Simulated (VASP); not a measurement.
Write the native input for VASP 6.6.1 that does the following.

* Task: single point
* Functional: PBEsol
* Potentials or basis: VASP PAW PBE potentials, release 64 (Li_sv, Mg)
* Cutoff: 520 eV
* k mesh: 5 × 5 × 5
* Occupations: fermi-dirac, width 0.1 eV
* Spin: no spin polarisation
* Dipole correction: no
* Further INCAR settings: ALGO = Normal; EDIFF = 1e-06; NBANDS = 12

The structure of LiMg3 lies in POSCAR:

```
LiMg3
1.0
    4.4110690000      0.0000000000      0.0000000000
    0.0000000000      4.4110690000      0.0000000000
    0.0000000000      0.0000000000      4.4110690000
Li Mg
1 3
Direct
    0.0000000000      0.0000000000      0.0000000000
    0.5000000000      0.5000000000      0.0000000000
    0.5000000000      0.0000000000      0.5000000000
    0.0000000000      0.5000000000      0.5000000000
```

The input as run:

INCAR

```
SYSTEM = LiMg3
PREC = Accurate ; ENCUT = 520
EDIFF = 1E-6 ; ISMEAR = -1
SIGMA = 0.1 ; LREAL = .FALSE.
LASPH = .TRUE. ; NELM = 60
ALGO = Normal ; ISIF = 2
LWAVE = .FALSE. ; LCHARG = .FALSE.
GGA = PS ; NBANDS = 12
```

KPOINTS

```
regular mesh
0
G
  5 5 5
  0 0 0
```

Potentials or basis: VASP PAW PBE potentials, release 64 (Li_sv, Mg).

The run is started by

```sh
$ cat potpaw_PBE.64/Li_sv/POTCAR potpaw_PBE.64/Mg/POTCAR > POTCAR
$ mpirun -np 1 vasp_std > vasp.out
```

It took 5.2 s on 1 thread of Intel(R) Xeon(R) 6975P-C (Granite Rapids) (shared host), peak memory 0.19 GiB.
